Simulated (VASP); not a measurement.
SnTe3, 4 atoms in the cell. Symmetry: Fm-3m, No. 225, cubic system. Conventional cell: a = 7.722 Å, b = 7.722 Å, c = 7.722 Å, α = 90.00°, β = 90.00°, γ = 90.00°. Within 4.4 Å of Te (site symmetry m-3m) lie 8 Te at 3.34 Å and 6 Sn at 3.86 Å. Te (site symmetry -43m) has 10 Te at 3.34 to 3.86 Å and 4 Sn at 3.34 Å within 4.4 Å. Within 4.4 Å of Sn (site symmetry m-3m) lie 14 Te at 3.34 to 3.86 Å. 

* Program: VASP 6.6.1
* Task: relaxation of cell and atoms
* Functional: PBEsol
* Dispersion: D4
* Potentials or basis: VASP PAW PBE potentials, release 64 (Te, Sn_d)
* Cutoff: 600 eV
* k mesh: 6 × 6 × 6
* Occupations: fermi-dirac, width 0.05 eV
* Spin: no spin polarisation
* Dipole correction: no
* Further INCAR settings: ALGO = Normal; EDIFF = 1e-07; IBRION = 2; EDIFFG = -0.01; NSW = 60; ISIF = 3

Potentials or basis: VASP PAW PBE potentials, release 64 (Te, Sn_d).

The run is started by

```bash
$ cat potpaw_PBE.64/Te/POTCAR potpaw_PBE.64/Sn_d/POTCAR > POTCAR
$ mpirun -np 1 vasp_std > vasp.out
```

Hardware: 1 thread of Intel(R) Xeon(R) 6975P-C (Granite Rapids), with other jobs on the host.

Question: Estimate the wall time of this run.

Answer: It took 80 s on 1 thread of Intel(R) Xeon(R) 6975P-C (Granite Rapids), on a shared host, peak memory 0.36 GiB. Counts: scf iterations 35, k points 16, ion steps 3.
